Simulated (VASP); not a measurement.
Crystal: Tc.

```
Tc
1.0
     2.74000    0.00000    0.00000
    -1.37000    2.37291    0.00000
     0.00000    0.00000    4.39800
Tc
2
Direct
  0.66667 0.33333 0.75000
  0.33333 0.66667 0.25000
```

```yaml
Program: VASP 6.6.1
Task: relaxation of cell and atoms
Functional: PBEsol
Dispersion: D3(BJ)
Potentials_or_basis: VASP PAW PBE potentials, release 64 (Tc_pv)
Cutoff: 600 eV
k_mesh: 11 × 11 × 6
Occupations: fermi-dirac, width 0.05 eV
Spin: no spin polarisation
```

At the start: pressure -14.1 GPa; volume 14.30 Å³/atom.

**Question.** Where does the relaxation end?

**Answer.** Over 7 steps the energy falls by 28.7 meV/atom and the volume is 13.67 Å³/atom (-4.4 %); space group P6_3/mmc (No. 194, to 0.1 Å) before and after.

The path:
```tsv
step	energy change (eV)	largest force (eV/Å)	pressure (GPa)	volume (Å³)
1	0.0000	0.0000	-14.07	28.59
2	0.6144	0.0000	67.28	23.71
3	-0.0572	0.0000	-0.93	27.41
4	-0.0574	0.0000	-0.16	27.35
5	-0.0574	0.0000	0.15	27.33
6	-0.0573	0.0000	-0.40	27.37
7	-0.0574	0.0000	0.01	27.34
```

Final structure:
```cif
data_structure
_symmetry_space_group_name_H-M 'P 1'
_symmetry_Int_Tables_number 1
_cell_length_a 2.6994
_cell_length_b 2.6994
_cell_length_c 4.3323
_cell_angle_alpha 90.000
_cell_angle_beta 90.000
_cell_angle_gamma 120.000
_cell_volume 27.34
loop_
_atom_site_label
_atom_site_type_symbol
_atom_site_fract_x
_atom_site_fract_y
_atom_site_fract_z
_atom_site_occupancy
Tc1 Tc 0.66667 0.33333 0.75000 1
Tc2 Tc 0.33333 0.66667 0.25000 1
```

Caveat: the PAW data sets were made with another functional, which shifts forces and pressure a little.
